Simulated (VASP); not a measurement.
## AlCu (rocksalt type): single point with r2SCAN

AlCu (rocksalt type):

```
Cu Al
1.0
     0.00000    2.04636    2.04636
     2.04636    0.00000    2.04636
     2.04636    2.04636    0.00000
Cu Al
1 1
Direct
  0.00000 0.00000 0.00000
  0.50000 0.50000 0.50000
```

```yaml
Program: VASP 6.6.1
Task: single point
Functional: r2SCAN
Potentials_or_basis: VASP PAW PBE potentials, release 64 (Cu, Al)
Cutoff: 520 eV
k_mesh: 13 × 13 × 13
Occupations: fermi-dirac, width 0.08 eV
Spin: no spin polarisation
Dipole_correction: no
Further_INCAR_settings: ALGO = Normal; EDIFF = 1e-07; NBANDS = 14
```

| Item | Value |
| --- | --- |
| Pressure | 191.9 GPa |
| Band gap on the k mesh | zero (bands 7 and 8 overlap by 12.44 eV) |

Levels at points of the mesh, in eV from the Fermi level:
| k point | band 5 | band 6 | band 7 | band 8 | band 9 | band 10 |
| --- | --- | --- | --- | --- | --- | --- |
| (0.00, 0.00, 0.00) | -7.12 | -7.12 | 10.04 | 10.04 | 10.04 | 11.76 |

Run time: 45 s on 1 thread of Intel(R) Xeon(R) 6975P-C (Granite Rapids) (shared host), peak memory 0.15 GiB.

Caveat: the cell stands under pressure; the PAW data sets were made with another functional, which shifts forces and pressure a little.
